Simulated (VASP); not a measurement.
# TaN (P2_1) in VASP: a series of runs

TaN is run at these levels: PBEsol; tasks: single point.

Everything below comes from runs of VASP 6.6.1. Logs are shortened: lines on timing, memory, paths and dates and some standing lists are left out, and cuts for length are marked.

**1. The cell of the first run**

The structure is monoclinic, space group P2_1 (No. 4). Conventional cell: a = 2.889 Å, b = 5.860 Å, c = 2.889 Å, α = 90.00°, β = 120.00°, γ = 90.00°. Within 2.8 Å of Ta (site symmetry 1) lie 6 N at 2.11 to 2.33 Å. Within 2.8 Å of N (site symmetry 1) lie 6 Ta at 2.11 to 2.33 Å.

**2. Single point, PBEsol (mode 4 frozen in at -0.142 Å and mode 5 at -0.047 Å (largest displacements))**

Contents of INCAR:

```
PREC     = Accurate       # precision mode
ENCUT    = 520            # plane-wave cutoff, eV
EDIFF    = 1E-6           # SCF threshold, eV
ISMEAR   = 0              # smearing method
SIGMA    = 0.15           # smearing width, eV
LREAL    = F              # projectors in reciprocal space
LASPH    = T              # aspherical terms in the spheres
NELM     = 100            # most SCF steps
ALGO     = Normal         # electronic algorithm
ISIF     = 2              # what is computed and relaxed
LWAVE    = F              # write WAVECAR
LCHARG   = F              # write CHGCAR
GGA      = PS             # functional
NBANDS   = 24             # bands
```

Contents of KPOINTS:

```
Automatic mesh
0
Gamma
  15 15 8
```

Contents of POSCAR:

```
TaN
1.0
    2.8891806446      0.0000000000      0.0000000000
   -1.4445903223      2.5021038344      0.0000000000
    0.0000000000      0.0000000000      5.8600190937
Ta N
2 2
Direct
   -0.0586009283     -0.0189040916      0.0000000000
    0.0586009283      0.0189040916      0.5000000000
    0.3333333333      0.6666666667      0.2500000000
    0.6666666667      0.3333333333      0.7500000000
```

Potentials or basis: VASP PAW PBE potentials, release 64 (Ta_pv, N).

Command:

```console
$ cat potpaw_PBE.64/Ta_pv/POTCAR potpaw_PBE.64/N/POTCAR > POTCAR
$ mpirun -np 1 vasp_std > vasp.out
```

OUTCAR:

```text
PREC = Accurate
   ENCUT = 520
   EDIFF = 1E-6
   ISMEAR = 0
   LREAL = F
   LASPH = T
   NELM = 100
   ISIF = 2
   GGA = PS

 ion  position               nearest neighbor table
   1  0.941  0.981  0.000-   3 2.11   4 2.15   4 2.19   3 2.26   3 2.30   4 2.33   2 2.95   2 2.95

   2  0.059  0.019  0.500-   4 2.11   3 2.15   3 2.19   4 2.26   4 2.30   3 2.33   1 2.95   1 2.95

   3  0.333  0.667  0.250-   1 2.11   2 2.15   2 2.19   1 2.26   1 2.30   2 2.33
   4  0.667  0.333  0.750-   2 2.11   1 2.15   1 2.19   2 2.26   2 2.30   1 2.33

  LATTYP: Found a hexagonal cell.
 ALAT       =     2.8891806446
 C/A-ratio  =     2.0282633087

  Lattice vectors:

 A1 = (   2.8891806446,   0.0000000000,   0.0000000000)
 A2 = (  -1.4445903223,   2.5021038344,   0.0000000000)
 A3 = (   0.0000000000,   0.0000000000,   5.8600190937)

Analysis of symmetry for initial positions (statically):
=====================================================================
 Subroutine PRICEL returns:
 Original cell was already a primitive cell.

 Routine SETGRP: Setting up the symmetry group for a
 hexagonal supercell.

 Subroutine GETGRP returns: Found  2 space group operations
 (whereof  1 operations were pure point group operations)
 out of a pool of 24 trial point group operations.

The static configuration has the point symmetry C_1 .
 The point group associated with its full space group is C_2 .

Analysis of symmetry for dynamics (positions and initial velocities):
=====================================================================
 Subroutine PRICEL returns:
 Original cell was already a primitive cell.

 Routine SETGRP: Setting up the symmetry group for a
 hexagonal supercell.

 Subroutine GETGRP returns: Found  2 space group operations
 (whereof  1 operations were pure point group operations)
 out of a pool of 24 trial point group operations.

The dynamic configuration has the point symmetry C_1 .
 The point group associated with its full space group is C_2 .

 Subroutine INISYM returns: Found  2 space group operations
 (whereof  1 operations are pure point group operations),
 and found     1 'primitive' translations

----------------------------------------------------------------------------------------

                                     Primitive cell

  volume of cell :      42.3623

  direct lattice vectors                    reciprocal lattice vectors
     2.889180645  0.000000000  0.000000000     0.346118891  0.199831835  0.000000000
    -1.444590322  2.502103834  0.000000000     0.000000000  0.399663670  0.000000000
     0.000000000  0.000000000  5.860019094     0.000000000  0.000000000  0.170647908

  length of vectors
     2.889180645  2.889180645  5.860019094     0.399663670  0.399663670  0.170647908

  position of ions in fractional coordinates (direct lattice)
     0.941399072  0.981095908  0.000000000
     0.058600928  0.018904092  0.500000000
     0.333333333  0.666666667  0.250000000
     0.666666667  0.333333333  0.750000000

  ion indices of the primitive-cell ions
   primitive index   ion index
                 1           1
                 2           2
                 3           3
                 4           4

----------------------------------------------------------------------------------------

 KPOINTS: Automatic mesh

Automatic generation of k-mesh.
 Grid dimensions read from file:
 generate k-points for:   15   15    8

 Generating k-lattice:

  Cartesian coordinates                     Fractional coordinates (reciprocal lattice)
     0.023074593  0.013322122  0.000000000     0.066666667  0.000000000  0.000000000
     0.000000000  0.026644245  0.000000000     0.000000000  0.066666667  0.000000000
     0.000000000  0.000000000  0.021330989     0.000000000  0.000000000  0.125000000

  Length of vectors
     0.026644245  0.026644245  0.021330989

  Shift w.r.t. Gamma in fractional coordinates (k-lattice)
     0.000000000  0.000000000  0.000000000

 Subroutine IBZKPT returns following result:
 ===========================================

 Found    565 irreducible k-points:

 Following reciprocal coordinates:
            Coordinates               Weight
  0.000000  0.000000  0.000000      1.000000
  0.066667 -0.000000  0.000000      2.000000
  0.000000  0.066667  0.000000      2.000000
 -0.066667  0.066667  0.000000      2.000000
  0.133333  0.000000  0.000000      2.000000
  0.000000  0.133333  0.000000      2.000000
[... 16 lines left out ...]
  0.066667  0.066667  0.000000      2.000000
 -0.066667  0.133333  0.000000      2.000000
 [... further k-points ...]
   k-points           NKPTS =    565   k-points in BZ     NKDIM =    565   number of bands    NBANDS=     24
   number of dos      NEDOS =    301   number of ions     NIONS =      4
   total plane-waves  NPLWV =  27648
   dimension x,y,z NGX =    24 NGY =   24 NGZ =   48
   dimension x,y,z NGXF=    48 NGYF=   48 NGZF=   96
   ions per type =               2   2
   NGX,Y,Z   is equivalent  to a cutoff of  13.81, 13.81, 13.62 a.u.
   NGXF,Y,Z  is equivalent  to a cutoff of  27.62, 27.62, 27.23 a.u.
 SYSTEM =  unknown system
   PREC   = accura    normal or accurate (medium, high low for compatibility)
   ISTART =      0    job   : 0-new  1-cont  2-samecut
   ICHARG =      2    charge: 1-file 2-atom 10-const
   ISPIN  =      1    spin polarized calculation?
   LNONCOLLINEAR =      F non collinear calculations
   LSORBIT =      F    spin-orbit coupling
   LASPH  =      T    aspherical Exc in radial PAW
   ENCUT  =  520.0 eV  38.22 Ry    6.18 a.u.   5.37  5.37 10.90*2*pi/ulx,y,z
   NELM   =    100;   NELMIN=  2; NELMDL= -5     # of ELM steps
   EDIFF  = 0.1E-05   stopping-criterion for ELM
   LREAL  =      F    real-space projection
   EDIFFG = 0.1E-04   stopping-criterion for IOM
   NSW    =      0    number of steps for IOM
   IBRION =     -1    ionic relax: 0-MD 1-quasi-New 2-CG
   NFREE  =      0    steps in history (QN), initial steepest desc. (CG)
   ISIF   =      2    stress and relaxation
   ISYM   =      2    0-nonsym 1-usesym 2-fastsym
   POTIM  = 0.5000    time-step for ionic-motion
   TEBEG  =    0.0;   TEEND  =   0.0 temperature during run
   PSTRESS=    0.0 pullay stress
   NELECT =      32.0000    total number of electrons
   NUPDOWN=      -1.0000    fix difference up-down
   EMIN   =  10.00;   EMAX   =-10.00  energy-range for DOS
   EFERMI =   0.00;   METHOD = LEGACY
   ISMEAR =     0;   SIGMA  =   0.15  broadening in eV -4-tet -1-fermi 0-gaus
   EFERMI_NEDOS =   21; number of points for ismear=-14 and -15
   IALGO  =     38    algorithm
   IMIX   =      4    mixing-type and parameters
     AMIX     =   0.40;   BMIX     =  1.00
     AMIX_MAG =   1.60;   BMIX_MAG =  1.00
  volume/ion in A,a.u.               =      10.59        71.47
  Fermi-wavevector in a.u.,A,eV,Ry     =   1.490957  2.817500 30.245111  2.222953
  Thomas-Fermi vector in A             =   2.603673
   LORBIT       =      0    0 simple, 1 ext, 2 COOP (PROOUT), +10 PAW based schemes
   GGA     = PS    functional components
   LHFCALC =     F    Hartree Fock is set to
   AEXX    =    0.0000 exact exchange contribution
   IVDW    =     0    specifies the selected vdW correction
   LEPSILON=     F    determine dielectric tensor
   LRPA    =     F    only Hartree local field effects (RPA)
 non-spin polarized calculation
 Gauss-broadening in eV      SIGMA  =   0.15
  energy-cutoff  :      520.00
  volume of cell :       42.36
 maximum number of plane-waves:      1174
 NGX is ok and might be reduce to    24
   NGX = 11   NGY = 11   NGZ = 21

 number of electron      31.9999998 magnetization

 Free energy of the ion-electron system (eV)
  ---------------------------------------------------
  ext. energy  EPLUGINS =         0.00000000
  ---------------------------------------------------
  free energy    TOTEN  =       -46.45038370 eV

  energy without entropy =      -46.43634042  energy(sigma->0) =      -46.44336206

 E-fermi :   8.3078     XC(G=0): -13.5942

 val. band max:        8.3039593099   @ k =  -0.1333   0.1333   0.1250
 cond. band min:       8.3110646111   @ k =  -0.2667  -0.4000   0.1250
 fundamental gap:      0.0071053011
 Fermi energy:         8.3078043796

 k-point     1 :       0.0000    0.0000    0.0000
  band No.  band energies     occupation
      1     -27.2511      2.00000
      2     -26.4391      2.00000
      3     -26.1382      2.00000
      4     -26.1303      2.00000
      5     -26.0847      2.00000
      6     -26.0675      2.00000
[... 16 lines left out ...]
     23      12.6323      0.00000
     24      14.3253      0.00000

 k-point     2 :       0.0667   -0.0000    0.0000
  band No.  band energies     occupation
      1     -27.2378      2.00000
      2     -26.4321      2.00000
      3     -26.1955      2.00000
      4     -26.1428      2.00000
      5     -26.1360      2.00000
      6     -26.0792      2.00000
[... 16 lines left out ...]
     23      12.5779      0.00000
     24      14.2026      0.00000

 k-point     3 :       0.0000    0.0667    0.0000
  band No.  band energies     occupation
      1     -27.2381      2.00000
      2     -26.4318      2.00000
      3     -26.1888      2.00000
      4     -26.1493      2.00000
      5     -26.1223      2.00000
      6     -26.0934      2.00000
[... 16 lines left out ...]
     23      12.6532      0.00000
     24      14.2233      0.00000

 k-point     4 :      -0.0667    0.0667    0.0000
  band No.  band energies     occupation
      1     -27.2380      2.00000
      2     -26.4319      2.00000
      3     -26.1916      2.00000
      4     -26.1466      2.00000
      5     -26.1288      2.00000
      6     -26.0867      2.00000
[... 16 lines left out ...]
     23      12.6500      0.00000
     24      14.2126      0.00000

 k-point     5 :       0.1333    0.0000    0.0000
  band No.  band energies     occupation
      1     -27.2001      2.00000
      2     -26.4125      2.00000
      3     -26.3546      2.00000
      4     -26.2805      2.00000
      5     -26.1771      2.00000
      6     -26.1110      2.00000
[... 451 lines left out ...]
 k-point    22 :      -0.4667    0.4667    0.0000
  band No.  band energies     occupation
      1     -27.3305      2.00000
      2     -27.1805      2.00000
      3     -26.9381      2.00000
      4     -26.4051      2.00000
      5     -26.3318      2.00000
      6     -26.2704      2.00000
[... 16 lines left out ...]
     23      15.1180      0.00000
     24      15.5880      0.00000

 k-point    23 :       0.0667    0.0667    0.0000
  band No.  band energies     occupation
      1     -27.2127      2.00000
      2     -26.4183      2.00000
      3     -26.2989      2.00000
      4     -26.2263      2.00000
      5     -26.1708      2.00000
      6     -26.1091      2.00000
[... 16 lines left out ...]
     23      12.7631      0.00000
     24      14.0331      0.00000

 k-point    24 :      -0.0667    0.1333    0.0000
  band No.  band energies     occupation
      1     -27.2131      2.00000
      2     -26.4177      2.00000
      3     -26.2943      2.00000
      4     -26.2180      2.00000
      5     -26.1752      2.00000
      6     -26.1182      2.00000
[... 16 lines left out ...]
     23      12.8858      0.00000
     24      14.0279      0.00000

 [... further k-points ...]
[... 5 lines left out ...]
  --------------------------------------------------------------------------------------
  -------------------------------------------------------------------------------------
  Total        1.1473718      0.7575687      1.8169512      0.1415153      0.0000000      0.0000000
  in kB       43.3945994     28.6519081     68.7186780      5.3522331      0.0000000      0.0000000
  external PRESSURE =      46.9217285 kB  Pullay stress =       0.0000000 kB

 VOLUME and BASIS-vectors are now :
 -----------------------------------------------------------------------------
  energy-cutoff  :      520.00
  volume of cell :       42.36
      direct lattice vectors                 reciprocal lattice vectors
     2.889180645  0.000000000  0.000000000     0.346118891  0.199831835  0.000000000
    -1.444590322  2.502103834  0.000000000     0.000000000  0.399663670  0.000000000
     0.000000000  0.000000000  5.860019094     0.000000000  0.000000000  0.170647908

 POSITION                                       TOTAL-FORCE (eV/Angst)
 -----------------------------------------------------------------------------------
      1.30259      2.45480      0.00000         2.006458      0.667716     -0.029695
      0.14200      0.04730      2.93001        -2.006458     -0.667716     -0.029695
     -0.00000      1.66807      1.46500        -0.084399     -0.112350      0.029695
      1.44459      0.83403      4.39501         0.084399      0.112350      0.029695
 -----------------------------------------------------------------------------------
    total drift:                               -0.000000     -0.000000     -0.000005

  FREE ENERGIE OF THE ION-ELECTRON SYSTEM (eV)
  ---------------------------------------------------
  free  energy   TOTEN  =       -46.4503837022 eV

  energy  without entropy=      -46.4363404207  energy(sigma->0) =      -46.44336206
```

It took 5.3 min on 1 thread of AMD EPYC 9R45 (Zen 5), shared host; peak memory 0.54 GiB.

Results:

| Quantity | Value |
| --- | --- |
| Free energy | -46.4504 eV |
| Pressure | 4.7 GPa |
| Largest force | 2.115 eV/Å |
| Band gap on the k mesh | zero (band 16 reaches 8.71 eV, above the bottom of band 17 at 7.92 eV) |

Forces on the atoms (eV/Å):
```
Ta   2.006  0.668 -0.030
Ta  -2.006 -0.668 -0.030
N   -0.084 -0.112  0.030
N    0.084  0.112  0.030
```

Caveat: the cell differs from its parent crystal (mode 4 frozen in at -0.142 Å and mode 5 at -0.047 Å (largest displacements)); the PAW data sets were made with another functional, which shifts forces and pressure a little; spin-orbit coupling is left out, which moves the levels of the heavy elements.

**3. Single point, PBEsol (mode 4 frozen in at -0.142 Å and mode 5 at -0.095 Å (largest displacements))**

Contents of INCAR:

```
PREC = Accurate
ENCUT = 520
EDIFF = 1E-7
ISMEAR = 0
SIGMA = 0.15
LREAL = False
LASPH = True
NELM = 60
ALGO = Normal
ISIF = 2
LWAVE = False
LCHARG = False
GGA = PS
NBANDS = 24
```

KPOINTS is that of step 2.

POSCAR, as its differences from that of step 2:

```diff
@@ -8,4 +8,4 @@
 Direct
-   -0.0586009283     -0.0189040916      0.0000000000
-    0.0586009283      0.0189040916      0.5000000000
+   -0.0680729572     -0.0378481495      0.0000000000
+    0.0680729572      0.0378481495      0.5000000000
     0.3333333333      0.6666666667      0.2500000000
```

Potentials or basis: VASP PAW PBE potentials, release 64 (Ta_pv, N).

Command:

```console
$ cat potpaw_PBE.64/Ta_pv/POTCAR potpaw_PBE.64/N/POTCAR > POTCAR
$ mpirun -np 1 vasp_std > vasp.out
```

It took 12 min on 1 thread of Intel Xeon Platinum 8259CL at 2.50GHz (Skylake/Cascade Lake), shared host; peak memory 0.56 GiB.

The run converged. Its results:

| Property | Result |
| --- | --- |
| Free energy | -46.3560 eV |
| Pressure | 5.8 GPa |
| Largest force | 2.378 eV/Å |
| Band gap on the k mesh | zero (band 16 reaches 8.67 eV, above the bottom of band 17 at 7.96 eV) |

Forces in eV/Å, atoms in the order of the input:
```
Ta   1.977  1.319 -0.052
Ta  -1.977 -1.319 -0.052
N   -0.171 -0.071  0.052
N    0.171  0.071  0.052
```

Stress tensor (GPa, compression positive):
```
4.84 1.13 0.00
1.13 3.91 0.00
0.00 0.00 8.52
```

Levels at points of the mesh, in eV from the Fermi level:
```
           k point  band 13  band 14  band 15  band 16  band 17  band 18  band 19  band 20
(0.00, 0.00, 0.00)    -3.47    -2.38    -2.30    -0.36    -0.25     0.57     0.73     2.30
(0.00, 0.00, 0.50)    -4.00    -4.00    -0.64    -0.64     0.98     0.98     0.99     0.99
```

Caveat: the cell differs from its parent crystal (mode 4 frozen in at -0.142 Å and mode 5 at -0.095 Å (largest displacements)); the PAW data sets were made with another functional, which shifts forces and pressure a little; spin-orbit coupling is left out, which moves the levels of the heavy elements.

(Continued in part 2 of 2.)
